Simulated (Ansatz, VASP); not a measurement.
## Sn4CO5: VASP beside Ansatz

```
O Sn C
1.0
     3.83637    0.00000    0.00000
     0.00000    6.11394    0.00000
     0.00000    0.00000   23.27166
O Sn C
5 4 1
Direct
  0.00000 0.39373 0.17188
  0.50000 0.59060 0.23606
  0.00000 0.78914 0.29993
  0.50000 0.99148 0.36188
  0.50000 0.74148 0.49509
  0.50000 0.24626 0.20311
  0.00000 0.73807 0.20484
  0.50000 0.64848 0.33411
  0.00000 0.11897 0.33080
  0.50000 0.74148 0.54451
```

Alike in both runs: task single point; functional PBE; dispersion D3(BJ); k mesh 7 × 5 × 1; occupations gaussian, width 0.1 eV; no spin polarisation.

```csv
,VASP,Ansatz
version,VASP 6.6.1,Ansatz 0.2.0
potentials or method,"VASP PAW PBE potentials, release 64 (O, Sn_d, C), cutoff 520 eV","scalar-relativistic, plane waves, PAW"
valence electrons in the cell,90,90
```

|  | VASP | Ansatz | Ansatz less VASP |
| --- | --- | --- | --- |
| gap on the k mesh at the Fermi level (eV) | 0.89 | 0.91 | +0.014 |
| least direct gap on the mesh (eV) | 0.94 | 0.96 | +0.016 |
| rms of the force components (eV/Å) | 0.363 | 0.512 | +0.1489 |

Ansatz's warnings: xc potential rough in thin density.

Noted on VASP's run: the standard files for N, O and F lose accuracy on very short bonds.
